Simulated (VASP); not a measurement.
Wanted: the native input for a VASP 6.6.1 run.

* Task: single point
* Functional: PBE
* Potentials or basis: VASP PAW PBE potentials, release 64 (Mg_sv, Cd_sv_GW, S)
* Cutoff: 750 eV
* k mesh: 6 × 6 × 2
* Occupations: gaussian, width 0.1 eV
* Spin: no spin polarisation
* Dipole correction: no
* Mended: yes
* Further INCAR settings: ALGO = Normal; EDIFF = 1e-06; NBANDS = 36

The structure of MgCdS4 lies in POSCAR:

```
MgCdS4
1.0
    4.4683637903      0.0000000000      0.0000000000
   -2.2341818952      3.8697165558      0.0000000000
    0.0000000000      0.0000000000      9.0291989360
Mg Cd S
1 1 4
Direct
    0.3333333333      0.6666666667      0.0000000000
    0.6666666667      0.3333333333      0.5000000000
    0.6666666667      0.3333333333      0.8840933378
    0.6666666667      0.3333333333      0.1159066622
    0.0000000000      0.0000000000      0.0000000000
    0.0000000000      0.0000000000      0.5000000000
```

The cell was built from a structure type or drawn by symmetry, and may not be a known phase.

These files were run (other wordings do the same):

INCAR

```
SYSTEM = MgCdS4
PREC = Accurate
ENCUT = 750
EDIFF = 1E-6
ISMEAR = 0
SIGMA = 0.1
LREAL = .FALSE.
LASPH = .TRUE.
NELM = 120
ALGO = Normal
ISIF = 2
LWAVE = .FALSE.
LCHARG = .TRUE.
GGA = PE
LELF = .TRUE.
LVHAR = .TRUE.
NBANDS = 36
GGA_COMPAT = .FALSE.
```

KPOINTS

```
regular mesh
0
G
  6 6 2
  0 0 0
```

Potentials or basis: VASP PAW PBE potentials, release 64 (Mg_sv, Cd_sv_GW, S).

The run is started by

```console
$ cat potpaw_PBE.64/Mg_sv/POTCAR potpaw_PBE.64/Cd_sv_GW/POTCAR potpaw_PBE.64/S/POTCAR > POTCAR
$ mpirun -np 1 vasp_std > vasp.out
```

It gave:

| Item | Value |
| --- | --- |
| Pressure | -0.2 GPa |
| Largest force | 0.128 eV/Å |
| Band gap on the k mesh | zero (bands 27 and 28 overlap by 2.08 eV) |

Run time: 2.6 min on 1 thread of Intel(R) Xeon(R) Platinum 8375C CPU @ 2.90GHz (Ice Lake) (shared host), peak memory 0.44 GiB.
